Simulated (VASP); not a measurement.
CdAgF4:

```
CELL_PARAMETERS angstrom
3.74560 0.00000 0.00000
0.00000 3.74560 0.00000
0.00000 0.00000 5.29708
ATOMIC_POSITIONS crystal
Cd 0.00000 0.00000 0.00000
Ag 0.50000 0.50000 0.50000
F 0.50000 0.00000 0.25000
F 0.00000 0.50000 0.75000
F 0.50000 0.00000 0.75000
F 0.00000 0.50000 0.25000
```

```yaml
Program: VASP 6.6.1
Task: relaxation of cell and atoms
Functional: PBE
Potentials_or_basis: VASP PAW PBE potentials, release 64 (Cd, Ag, F)
Cutoff: 600 eV
k_mesh: 4 × 4 × 4
Occupations: gaussian, width 0.1 eV
Spin: collinear spin
Starting_moments: "[0.0, 1.0, 0.0, 0.0, 0.0, 0.0] μB"
```

At the start: pressure 11.7 GPa; volume 12.39 Å³/atom.

Task: How do energy, volume and symmetry change on relaxing?

Result: Over 3 steps the energy falls by 44.3 meV/atom and the volume is 13.72 Å³/atom (+10.8 %); space group P4/mmm (No. 123, to 0.1 Å) before and after; moment 1.00 μB per cell.

Step by step:
```tsv
step	energy change (eV)	largest force (eV/Å)	pressure (GPa)	volume (Å³)
1	0.0000	0.0886	11.68	74.32
2	-0.2524	0.0474	-2.03	84.45
3	-0.2659	0.0233	0.05	82.34
```

Final structure:
```
Cd Ag F
1.0
     3.87959    0.00000    0.00000
     0.00000    3.87959    0.00000
     0.00000    0.00000    5.47044
Cd Ag F
1 1 4
Direct
  0.00000 0.00000 0.00000
  0.50000 0.50000 0.50000
  0.50000 0.00000 0.25065
  0.00000 0.50000 0.74935
  0.50000 0.00000 0.74935
  0.00000 0.50000 0.25065
```

Caveat: the k points lie up to 0.40 Å⁻¹ apart in the final cell.
